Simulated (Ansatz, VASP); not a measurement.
BaO in VASP and in Ansatz

```
CELL_PARAMETERS angstrom
0.00000 2.78701 2.78701
2.78701 0.00000 2.78701
2.78701 2.78701 0.00000
ATOMIC_POSITIONS crystal
Ba 0.00000 0.00000 0.00000
O 0.50000 0.50000 0.50000
```

Alike in both runs: functional PBE; k mesh 8 × 8 × 8; occupations gaussian, width 0.02 eV; no spin polarisation.

Ansatz relaxed the structure, and its values are those at the end. VASP's run is a single point on that final structure, the one shown.

```csv
,VASP,Ansatz
version,VASP 6.6.1,Ansatz 0.2.0
potentials or method,"VASP PAW PBE potentials, release 64 (Ba_sv, O_h), cutoff 1340 eV","scalar-relativistic, plane waves, PAW"
valence electrons in the cell,16,16
```

Ansatz gave:

```
gap on the k mesh at the Fermi level (eV) : 2.10
least direct gap on the mesh (eV)         : 2.10
pressure (GPa)                            : 0.0
```

**Question.** Estimate VASP's values.

**Answer.** gap on the k mesh at the Fermi level (eV): 2.04; least direct gap on the mesh (eV): 2.04; pressure (GPa): 1.5.

Neither program's run includes spin-orbit coupling.
